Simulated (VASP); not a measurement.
# H3Os (P1) in VASP: single point with PBE

Aim: the single point of H3Os with PBE.

Program: VASP 6.6.1. These are calculated values, not measurements. Logs are shortened: lines on timing, memory, paths and dates and some standing lists are left out, and cuts for length are marked.

### Step 1. The cell of the first run

The typed cell holds 8 atoms: a = 3.568 Å, b = 2.908 Å, c = 5.485 Å, α = 74.65°, β = 92.89°, γ = 90.00°.

### Step 2. Single point, PBE

The input, INCAR:

```
PREC = Accurate
ENCUT = 500
EDIFF = 1E-6
ISMEAR = 0
SIGMA = 0.1
LREAL = False
LASPH = True
NELM = 120
ALGO = Normal
ISIF = 2
LWAVE = False
LCHARG = True
GGA = PE
LELF = True
LVHAR = True
NBANDS = 29
GGA_COMPAT = False
```

The input, KPOINTS:

```
regular mesh
0
Gamma
  8 8 4
```

The input, POSCAR:

```
H3Os
1.0
    3.5666105285      0.0100085268     -0.0854902218
    0.0010764981      2.8824588163      0.3832049498
   -0.1483902658      0.7423389838      5.4329488670
H Os
6 2
Direct
   -0.0257473737      0.4222845249      0.2801930675
   -0.1175716303      0.2456386490      0.6325935910
    0.3864887278      0.9462696031      0.2326297268
    0.5939136128      1.1195716945      0.8863952235
    0.3884511736      0.5725910287     -0.0196408121
    0.5519908746      0.7821811280      0.5607019099
    0.1308968936      1.0931695591     -0.0609460642
    0.0915777216      0.8182938127      0.4880733576
```

Potentials or basis: VASP PAW PBE potentials, release 64 (H, Os_sv_GW).

Run with:

```sh
$ cat potpaw_PBE.64/H/POTCAR potpaw_PBE.64/Os_sv_GW/POTCAR > POTCAR
$ mpirun -np 1 vasp_std > vasp.out
```

OUTCAR:

```text
PREC = Accurate
   ENCUT = 500
   EDIFF = 1E-6
   ISMEAR = 0
   LREAL = False
   LASPH = True
   NELM = 120
   ISIF = 2
   GGA = PE

 ion  position               nearest neighbor table
   1  0.974  0.422  0.280-   8 1.86   8 1.86
   2  0.882  0.246  0.633-   7 1.81   8 1.82   8 1.82
   3  0.386  0.946  0.233-   8 1.76   7 1.76
   4  0.594  0.120  0.886-   7 1.69   7 1.92
   5  0.388  0.573  0.980-   7 1.73   7 1.73
   6  0.552  0.782  0.561-   8 1.67   8 1.98
   7  0.131  0.093  0.939-   4 1.69   5 1.73   5 1.73   3 1.76   2 1.81   4 1.92   8 2.79   8 2.79
                             8 2.91
   8  0.092  0.818  0.488-   6 1.67   3 1.76   2 1.82   2 1.82   1 1.86   1 1.86   6 1.98   7 2.79
                             7 2.79   7 2.91

  LATTYP: Found a triclinic cell.
 ALAT       =     3.5676490033
 B/A-ratio  =     2.4607105929
 C/A-ratio  =     1.8759093451
 COS(alpha) =     0.0097714300
 COS(beta)  =     0.5743820379
 COS(gamma) =     0.7812852934

  Lattice vectors:

 A1 = (   3.5666105285,   0.0100085268,  -0.0854902218)
 A2 = (   6.9837542931,  -2.1201027789,   4.8787634736)
 A3 = (   3.7150007943,  -0.7323304570,  -5.5184390888)

Analysis of symmetry for initial positions (statically):
=====================================================================
 Subroutine PRICEL returns:
 Original cell was already a primitive cell.

 Routine SETGRP: Setting up the symmetry group for a
 triclinic supercell.

 Subroutine GETGRP returns: Found  1 space group operations
 (whereof  1 operations were pure point group operations)
 out of a pool of  2 trial point group operations.

The static configuration has the point symmetry C_1 .

Analysis of symmetry for dynamics (positions and initial velocities):
=====================================================================
 Subroutine PRICEL returns:
 Original cell was already a primitive cell.

 Routine SETGRP: Setting up the symmetry group for a
 triclinic supercell.

 Subroutine GETGRP returns: Found  1 space group operations
 (whereof  1 operations were pure point group operations)
 out of a pool of  2 trial point group operations.

The dynamic configuration has the point symmetry C_1 .

 Subroutine INISYM returns: Found  1 space group operations
 (whereof  1 operations are pure point group operations),
 and found     1 'primitive' translations

----------------------------------------------------------------------------------------

                                     Primitive cell

  volume of cell :      54.8022

  direct lattice vectors                    reciprocal lattice vectors
     3.566610529  0.010008527 -0.085490222     0.280568887 -0.001144342  0.007819544
     0.001076498  2.882458816  0.383204950    -0.002150253  0.353353294 -0.048339679
    -0.148390266  0.742338984  5.432948867     0.004566559 -0.024941255  0.187594716

  length of vectors
     3.567649003  2.907819805  5.485437105     0.280680166  0.356650948  0.189300547

  position of ions in fractional coordinates (direct lattice)
     0.974252626  0.422284525  0.280193068
     0.882428370  0.245638649  0.632593591
     0.386488728  0.946269603  0.232629727
     0.593913613  0.119571695  0.886395224
     0.388451174  0.572591029  0.980359188
     0.551990875  0.782181128  0.560701910
     0.130896894  0.093169559  0.939053936
     0.091577722  0.818293813  0.488073358

  ion indices of the primitive-cell ions
   primitive index   ion index
                 1           1
                 2           2
                 3           3
                 4           4
                 5           5
                 6           6
                 7           7
                 8           8

----------------------------------------------------------------------------------------

 KPOINTS: regular mesh

Automatic generation of k-mesh.
 Grid dimensions read from file:
 generate k-points for:    8    8    4

 Generating k-lattice:

  Cartesian coordinates                     Fractional coordinates (reciprocal lattice)
     0.035071111 -0.000143043  0.000977443     0.125000000 -0.000000000  0.000000000
    -0.000268782  0.044169162 -0.006042460     0.000000000  0.125000000  0.000000000
     0.001141640 -0.006235314  0.046898679    -0.000000000  0.000000000  0.250000000

  Length of vectors
     0.035085021  0.044581369  0.047325137

  Shift w.r.t. Gamma in fractional coordinates (k-lattice)
     0.000000000  0.000000000  0.000000000

 Subroutine IBZKPT returns following result:
 ===========================================

 Found    132 irreducible k-points:

 Following reciprocal coordinates:
            Coordinates               Weight
  0.000000  0.000000  0.000000      1.000000
  0.125000  0.000000  0.000000      2.000000
  0.250000  0.000000  0.000000      2.000000
  0.375000  0.000000  0.000000      2.000000
  0.500000  0.000000  0.000000      1.000000
  0.000000  0.125000  0.000000      2.000000
[... 16 lines left out ...]
  0.125000  0.375000  0.000000      2.000000
  0.250000  0.375000  0.000000      2.000000
 [... further k-points ...]
   k-points           NKPTS =    132   k-points in BZ     NKDIM =    132   number of bands    NBANDS=     29
   number of dos      NEDOS =    301   number of ions     NIONS =      8
   total plane-waves  NPLWV =  26880
   dimension x,y,z NGX =    28 NGY =   24 NGZ =   40
   dimension x,y,z NGXF=    56 NGYF=   48 NGZF=   80
   ions per type =               6   2
   NGX,Y,Z   is equivalent  to a cutoff of  13.05, 13.72, 12.12 a.u.
   NGXF,Y,Z  is equivalent  to a cutoff of  26.09, 27.44, 24.25 a.u.
 SYSTEM =  unknown system
   PREC   = accura    normal or accurate (medium, high low for compatibility)
   ISTART =      0    job   : 0-new  1-cont  2-samecut
   ICHARG =      2    charge: 1-file 2-atom 10-const
   ISPIN  =      1    spin polarized calculation?
   LNONCOLLINEAR =      F non collinear calculations
   LSORBIT =      F    spin-orbit coupling
   LASPH  =      T    aspherical Exc in radial PAW
   ENCUT  =  500.0 eV  36.75 Ry    6.06 a.u.   6.50  5.30 10.00*2*pi/ulx,y,z
   NELM   =    120;   NELMIN=  2; NELMDL= -5     # of ELM steps
   EDIFF  = 0.1E-05   stopping-criterion for ELM
   LREAL  =      F    real-space projection
   EDIFFG = 0.1E-04   stopping-criterion for IOM
   NSW    =      0    number of steps for IOM
   IBRION =     -1    ionic relax: 0-MD 1-quasi-New 2-CG
   NFREE  =      0    steps in history (QN), initial steepest desc. (CG)
   ISIF   =      2    stress and relaxation
   ISYM   =      2    0-nonsym 1-usesym 2-fastsym
   POTIM  = 0.5000    time-step for ionic-motion
   TEBEG  =    0.0;   TEEND  =   0.0 temperature during run
   PSTRESS=    0.0 pullay stress
   NELECT =      38.0000    total number of electrons
   NUPDOWN=      -1.0000    fix difference up-down
   EMIN   =  10.00;   EMAX   =-10.00  energy-range for DOS
   EFERMI =   0.00;   METHOD = LEGACY
   ISMEAR =     0;   SIGMA  =   0.10  broadening in eV -4-tet -1-fermi 0-gaus
   EFERMI_NEDOS =   21; number of points for ismear=-14 and -15
   IALGO  =     38    algorithm
   IMIX   =      4    mixing-type and parameters
     AMIX     =   0.40;   BMIX     =  1.00
     AMIX_MAG =   1.60;   BMIX_MAG =  1.00
  volume/ion in A,a.u.               =       6.85        46.23
  Fermi-wavevector in a.u.,A,eV,Ry     =   1.449006  2.738224 28.567034  2.099618
  Thomas-Fermi vector in A             =   2.566782
   LORBIT       =      0    0 simple, 1 ext, 2 COOP (PROOUT), +10 PAW based schemes
   GGA     = PE    functional components
   LHFCALC =     F    Hartree Fock is set to
   AEXX    =    0.0000 exact exchange contribution
   IVDW    =     0    specifies the selected vdW correction
   LEPSILON=     F    determine dielectric tensor
   LRPA    =     F    only Hartree local field effects (RPA)
 non-spin polarized calculation
 Gauss-broadening in eV      SIGMA  =   0.10
  energy-cutoff  :      500.00
  volume of cell :       54.80
 maximum number of plane-waves:      1412
 NGX is ok and might be reduce to    28
   NGX = 13   NGY = 11   NGZ = 19

 number of electron      38.0000001 magnetization

 Free energy of the ion-electron system (eV)
  ---------------------------------------------------
  ext. energy  EPLUGINS =         0.00000000
  ---------------------------------------------------
  free energy    TOTEN  =       -41.84426536 eV

  energy without entropy =      -41.83349433  energy(sigma->0) =      -41.83887985

 E-fermi :   6.5906     XC(G=0): -11.8645

 val. band max:        6.5803925410   @ k =   0.5000   0.3750   0.5000
 cond. band min:       6.5954533317   @ k =   0.0000   0.0000   0.0000
 fundamental gap:      0.0150607907
 Fermi energy:         6.5905556408

 k-point     1 :       0.0000    0.0000    0.0000
  band No.  band energies     occupation
      1     -79.3695      2.00000
      2     -79.3138      2.00000
      3     -39.1155      2.00000
      4     -38.7685      2.00000
      5     -38.7255      2.00000
      6     -38.6807      2.00000
[... 21 lines left out ...]
     28      18.8837      0.00000
     29      19.6098      0.00000

 k-point     2 :       0.1250    0.0000    0.0000
  band No.  band energies     occupation
      1     -79.3694      2.00000
      2     -79.3137      2.00000
      3     -39.1154      2.00000
      4     -38.7683      2.00000
      5     -38.7283      2.00000
      6     -38.6862      2.00000
[... 21 lines left out ...]
     28      19.2704      0.00000
     29      19.3759      0.00000

 k-point     3 :       0.2500    0.0000    0.0000
  band No.  band energies     occupation
      1     -79.3691      2.00000
      2     -79.3133      2.00000
      3     -39.1151      2.00000
      4     -38.7674      2.00000
      5     -38.7355      2.00000
      6     -38.6997      2.00000
[... 21 lines left out ...]
     28      19.0395      0.00000
     29      20.3307      0.00000

 k-point     4 :       0.3750    0.0000    0.0000
  band No.  band energies     occupation
      1     -79.3687      2.00000
      2     -79.3130      2.00000
      3     -39.1147      2.00000
      4     -38.7667      2.00000
      5     -38.7439      2.00000
      6     -38.7118      2.00000
[... 21 lines left out ...]
     28      19.0212      0.00000
     29      21.8052      0.00000

 k-point     5 :       0.5000    0.0000    0.0000
  band No.  band energies     occupation
      1     -79.3686      2.00000
      2     -79.3128      2.00000
      3     -39.1144      2.00000
      4     -38.7663      2.00000
      5     -38.7473      2.00000
      6     -38.7166      2.00000
[... 21 lines left out ...]
     28      19.1410      0.00000
     29      21.9594      0.00000
[... 510 lines left out ...]
     28      17.6968      0.00000
     29      18.4634      0.00000

 k-point    22 :       0.0000    0.3750    0.0000
  band No.  band energies     occupation
      1     -79.3549      2.00000
      2     -79.3056      2.00000
      3     -39.0818      2.00000
      4     -38.9931      2.00000
      5     -38.8482      2.00000
      6     -38.7461      2.00000
[... 21 lines left out ...]
     28      18.1991      0.00000
     29      18.5764      0.00000

 k-point    23 :       0.1250    0.3750    0.0000
  band No.  band energies     occupation
      1     -79.3549      2.00000
      2     -79.3056      2.00000
      3     -39.0815      2.00000
      4     -38.9930      2.00000
      5     -38.8483      2.00000
      6     -38.7476      2.00000
[... 21 lines left out ...]
     28      18.2189      0.00000
     29      18.6743      0.00000

 k-point    24 :       0.2500    0.3750    0.0000
  band No.  band energies     occupation
      1     -79.3546      2.00000
      2     -79.3053      2.00000
      3     -39.0808      2.00000
      4     -38.9925      2.00000
      5     -38.8483      2.00000
      6     -38.7513      2.00000
[... 21 lines left out ...]
     28      17.4934      0.00000
     29      18.4900      0.00000

 [... further k-points ...]
[... 5 lines left out ...]
  --------------------------------------------------------------------------------------
  -------------------------------------------------------------------------------------
  Total       -0.5183093     -0.5842796     -0.5826856      0.0005611      0.0084935     -0.0070696
  in kB      -15.1531111    -17.0817960    -17.0351948      0.0164054      0.2483130     -0.2066833
  external PRESSURE =     -16.4233673 kB  Pullay stress =       0.0000000 kB

 VOLUME and BASIS-vectors are now :
 -----------------------------------------------------------------------------
  energy-cutoff  :      500.00
  volume of cell :       54.80
      direct lattice vectors                 reciprocal lattice vectors
     3.566610529  0.010008527 -0.085490222     0.280568887 -0.001144342  0.007819544
     0.001076498  2.882458816  0.383204950    -0.002150253  0.353353294 -0.048339679
    -0.148390266  0.742338984  5.432948867     0.004566559 -0.024941255  0.187594716

 POSITION                                       TOTAL-FORCE (eV/Angst)
 -----------------------------------------------------------------------------------
      3.43366      1.43497      1.60081         0.001099     -0.001098     -0.006472
      3.05367      1.18647      3.45554        -0.008191      0.002183     -0.003156
      1.34495      2.90414      1.59344         0.004071     -0.000673      0.003325
      1.98685      1.00861      4.81079        -0.002197     -0.000482      0.000289
      1.24059      2.38212      5.51245         0.003483     -0.001224     -0.000286
      1.88638      2.67636      3.29881        -0.007066     -0.000928      0.001584
      0.32761      0.96696      5.12634         0.002856      0.004686      0.005690
      0.25508      2.72193      2.95742         0.005945     -0.002463     -0.000974
 -----------------------------------------------------------------------------------
    total drift:                                0.000380      0.000040     -0.000197

  FREE ENERGIE OF THE ION-ELECTRON SYSTEM (eV)
  ---------------------------------------------------
  free  energy   TOTEN  =       -41.8442653631 eV

  energy  without entropy=      -41.8334943320  energy(sigma->0) =      -41.83887985
```

It took 3 min on 1 thread of AMD EPYC 7R43 (Zen 3), shared host; peak memory 0.26 GiB.

Results:

```yaml
Free_energy: -41.8443 eV
Pressure: -1.6 GPa
Largest_force: 0.009 eV/Å
Band_gap_on_the_k_mesh: zero (bands 19 and 20 overlap by 0.90 eV)
```

Forces on the atoms (eV/Å):
```
H    0.001 -0.001 -0.006
H   -0.008  0.002 -0.003
H    0.004 -0.001  0.003
H   -0.002  0.000  0.000
H    0.003 -0.001  0.000
H   -0.007 -0.001  0.002
Os   0.003  0.005  0.006
Os   0.006 -0.002 -0.001
```

Caveat: spin-orbit coupling is left out, which moves the levels of the heavy elements.
